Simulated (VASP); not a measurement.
GaN:

```
Ga N
1.0
     0.00000    2.10852    2.10852
     2.10852    0.00000    2.10852
     2.10852    2.10852    0.00000
Ga N
1 1
Direct
  0.00000 0.00000 0.00000
  0.50000 0.50000 0.50000
```

Base run:

```yaml
Program: VASP 6.6.1
Functional: r2SCAN
Potentials_or_basis: VASP PAW PBE potentials, release 64 (Ga_d, N)
Cutoff: 520 eV
k_mesh: 8 × 8 × 8
Occupations: gaussian, width 0.01 eV
Spin: no spin polarisation
```

Its results: band gap on the k mesh 1.17 eV (least direct gap 3.41 eV); pressure 1.3 GPa.

Q: The run is repeated on the same cell with these changes: functional from r2SCAN to PBE. What comes out?

A: Band gap on the k mesh 0.65 eV (least direct gap 2.83 eV); pressure 9.1 GPa.

Caveats: the PAW data sets were made with another functional, which shifts forces and pressure a little (at least some runs); the cell stands under pressure (at least some runs).

A k mesh can miss the band edges.
